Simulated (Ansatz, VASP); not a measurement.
**One calculation of AlN, two programs**

```
Al N
1.0
     3.40060    0.00000    0.00000
    -1.70030    2.94501    0.00000
     0.00000    0.00000    4.18260
Al N
2 2
Direct
  0.33333 0.66667 0.75000
  0.66667 0.33333 0.25000
  0.33333 0.66667 0.25000
  0.66667 0.33333 0.75000
```

Alike in both runs: task single point; functional PBEsol; k mesh 9 × 9 × 6; occupations gaussian, width 0.05 eV; no spin polarisation.

|  | VASP | Ansatz |
| --- | --- | --- |
| version | VASP 6.6.1 | Ansatz 0.2.0 |
| potentials or method | VASP PAW PBE potentials, release 64 (Al, N), cutoff 520 eV | scalar-relativistic, plane waves, PAW |
| valence electrons in the cell | 16 | 16 |

```tsv
	VASP	Ansatz	Ansatz less VASP
gap on the k mesh at the Fermi level (eV)	2.90	2.89	-0.010
least direct gap on the mesh (eV)	2.90	2.89	-0.010
pressure (GPa)	-13.4	-13.3	+0.10
traceless stress, the component that is largest in VASP (GPa)	3.09	3.08	-0.008
```

VASP's potentials were made for PBE, not for PBEsol.
